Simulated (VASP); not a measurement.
Set up this calculation in VASP 6.6.1, as the native input.

```yaml
Task: single point
Functional: PBEsol
Potentials_or_basis: VASP PAW PBE potentials, release 64 (Tl_d)
Cutoff: 520 eV
k_mesh: 11 × 11 × 11
Occupations: fermi-dirac, width 0.1 eV
Spin: no spin polarisation
Dipole_correction: no
Further_INCAR_settings: ALGO = Normal; EDIFF = 1e-07; NBANDS = 12
```

The structure of Tl lies in POSCAR:

```
Tl
1.0
    0.0000000000      2.4225044139      2.4225044139
    2.4225044139      0.0000000000      2.4225044139
    2.4225044139      2.4225044139      0.0000000000
Tl
1
Direct
    0.0000000000      0.0000000000      0.0000000000
```

This isn't the form of Tl at room conditions, which is hcp.

One way to write it, as run:

INCAR

```
  PREC = Accurate
  ENCUT = 520
  EDIFF = 1E-7
  ISMEAR = -1
  SIGMA = 0.1
  LREAL = False
  LASPH = True
  NELM = 60
  ALGO = Normal
  ISIF = 2
  LWAVE = False
  LCHARG = False
  GGA = PS
  NBANDS = 12
```

KPOINTS

```
regular mesh
0
Gamma
  11 11 11
```

Potentials or basis: VASP PAW PBE potentials, release 64 (Tl_d).

Command:

```sh
$ cat potpaw_PBE.64/Tl_d/POTCAR > POTCAR
$ mpirun -np 1 vasp_std > vasp.out
```

Results of the run:

| Item | Value |
| --- | --- |
| Pressure | -0.1 GPa |
| Band gap on the k mesh | zero (an odd number of electrons rules out a gap without spin polarisation) |

Caveat: the PAW data sets were made with another functional, which shifts forces and pressure a little; spin-orbit coupling is left out, which moves the levels of the heavy elements.

Run time: 37 s on 1 thread of Intel Xeon 8259CL, on a shared host, peak memory 0.16 GiB.
